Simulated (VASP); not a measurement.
Wanted: the native input for a VASP 6.6.1 run.

- Task: single point
- Functional: r2SCAN
- Potentials or basis: VASP PAW PBE potentials, release 64 (Hf_pv, O)
- Cutoff: 520 eV
- k mesh: 4 × 4 × 4
- Occupations: fermi-dirac, width 0.02 eV
- Spin: no spin polarisation
- Dipole correction: no
- Further INCAR settings: ALGO = Normal; EDIFF = 1e-06; NBANDS = 56

HfO2:

```
CELL_PARAMETERS angstrom
5.24651 0.00000 0.00000
0.00000 5.03037 0.00000
0.00000 0.00000 5.05930
ATOMIC_POSITIONS crystal
Hf 0.03251 0.26702 0.24109
Hf 0.46749 0.26702 0.74109
Hf 0.53251 0.73298 0.24109
Hf 0.96749 0.73298 0.74109
O 0.36703 0.07001 0.38077
O 0.13297 0.07001 0.88077
O 0.73217 0.46109 0.49114
O 0.76783 0.46109 0.99114
O 0.26783 0.53891 0.99114
O 0.23217 0.53891 0.49114
O 0.86703 0.92999 0.38077
O 0.63297 0.92999 0.88077
```

These files were run (other wordings do the same):

POSCAR

```
HfO2
1.0
    5.2465062900      0.0000000000      0.0000000000
    0.0000000000      5.0303689240      0.0000000000
    0.0000000000      0.0000000000      5.0592990150
Hf O
4 8
Direct
    0.0325089808      0.2670184293      0.2410876055
    0.4674910192      0.2670184293      0.7410876055
    0.5325089808      0.7329815707      0.2410876055
    0.9674910192      0.7329815707      0.7410876055
    0.3670347797      0.0700141024      0.3807674676
    0.1329652203      0.0700141024      0.8807674676
    0.7321736821      0.4610933070      0.4911449269
    0.7678263179      0.4610933070      0.9911449269
    0.2678263179      0.5389066930      0.9911449269
    0.2321736821      0.5389066930      0.4911449269
    0.8670347797      0.9299858976      0.3807674676
    0.6329652203      0.9299858976      0.8807674676
```

INCAR.step1

```
SYSTEM = HfO2
ALGO = Normal
EDIFF = 1E-4
ENCUT = 520
GGA = PE
ISMEAR = -1
LASPH = .TRUE.
LCHARG = .FALSE.
LREAL = .FALSE.
LWAVE = .TRUE.
NBANDS = 56
NELM = 80
PREC = Accurate
SIGMA = 0.02
```

INCAR.step2

```
SYSTEM = HfO2
ALGO = Normal
EDIFF = 1E-6
ENCUT = 520
ISIF = 2
ISMEAR = -1
ISTART = 1
LASPH = .TRUE.
LCHARG = .TRUE.
LELF = .TRUE.
LMIXTAU = .TRUE.
LREAL = .FALSE.
LVHAR = .TRUE.
LWAVE = .FALSE.
METAGGA = R2SCAN
NBANDS = 56
NELM = 80
PREC = Accurate
SIGMA = 0.02
```

KPOINTS

```
k-points
0
G
  4 4 4
  0 0 0
```

Potentials or basis: VASP PAW PBE potentials, release 64 (Hf_pv, O).

The run is started by

```console
$ cat potpaw_PBE.64/Hf_pv/POTCAR potpaw_PBE.64/O/POTCAR > POTCAR
$ cp INCAR.step1 INCAR
$ mpirun -np 1 vasp_std > vasp.out
$ cp INCAR.step2 INCAR
$ mpirun -np 1 vasp_std > vasp.out
```

It gave:

```
Pressure               : -3.5 GPa
Largest force          : 0.066 eV/Å
Band gap on the k mesh : 4.94 eV, indirect (least direct gap 5.14 eV)
```

Caveat: the PAW data sets were made with another functional, which shifts forces and pressure a little; spin-orbit coupling is left out, which moves the levels of the heavy elements.

It took 10 min on 1 thread of Intel(R) Xeon(R) Platinum 8488C (Sapphire Rapids), with other jobs on the host, peak memory 0.34 GiB.
